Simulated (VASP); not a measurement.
Set up this calculation in VASP 6.6.1, as the native input.

```
Task                   : single point
Functional             : PBE
Potentials or basis    : VASP PAW PBE potentials, release 64 (Mg, O)
Cutoff                 : 520 eV
k mesh                 : 9 × 9 × 4
Occupations            : gaussian, width 0.05 eV
Spin                   : no spin polarisation
Dipole correction      : no
Further INCAR settings : ALGO = Normal; EDIFF = 1e-07; NBANDS = 26
```

The structure of MgO lies in POSCAR:

```
MgO
1.0
    3.3023142900      0.0000000000      0.0000000000
   -1.6511571450      2.8598880664      0.0000000000
    0.0000000000      0.0000000000      9.9607705930
Mg O
4 4
Direct
    0.3333333333      0.6666666667      0.9694906392
    0.0000000000      0.0000000000      0.2208211786
    0.0000000000      0.0000000000      0.7208211786
    0.6666666667      0.3333333333      0.4694906392
    0.3333333333      0.6666666667      0.7800420079
    0.0000000000      0.0000000000      0.5296443544
    0.0000000000      0.0000000000      0.0296443544
    0.6666666667      0.3333333333      0.2800420079
```

This cell differs from its parent crystal: volume 11.759 Å^3 an atom, c/a of the conventional cell 3.0163.

One way to write it, as run:

INCAR

```
PREC     = Accurate       # precision mode
ENCUT    = 520            # plane-wave cutoff, eV
EDIFF    = 1E-7           # SCF threshold, eV
ISMEAR   = 0              # smearing method
SIGMA    = 0.05           # smearing width, eV
LREAL    = False          # projectors in reciprocal space
LASPH    = True           # aspherical terms in the spheres
NELM     = 100            # most SCF steps
ALGO     = Normal         # electronic algorithm
ISIF     = 2              # what is computed and relaxed
LWAVE    = False          # write WAVECAR
LCHARG   = True           # write CHGCAR
GGA      = PE             # functional
LELF     = True           # ELF
LVHAR    = True         
NBANDS   = 26             # bands
```

KPOINTS

```
Automatic mesh
0
Gamma
  9 9 4
```

Potentials or basis: VASP PAW PBE potentials, release 64 (Mg, O).

Launch:

```bash
$ cat potpaw_PBE.64/Mg/POTCAR potpaw_PBE.64/O/POTCAR > POTCAR
$ mpirun -np 1 vasp_std > vasp.out
```

Results of the run:

```yaml
Pressure: 5.1 GPa
Largest_force: 0.797 eV/Å
Band_gap_on_the_k_mesh: 3.53 eV, direct
```

Run time: 70 s on 1 thread of Intel(R) Xeon(R) Platinum 8488C (Sapphire Rapids), on a shared host, peak memory 0.26 GiB.
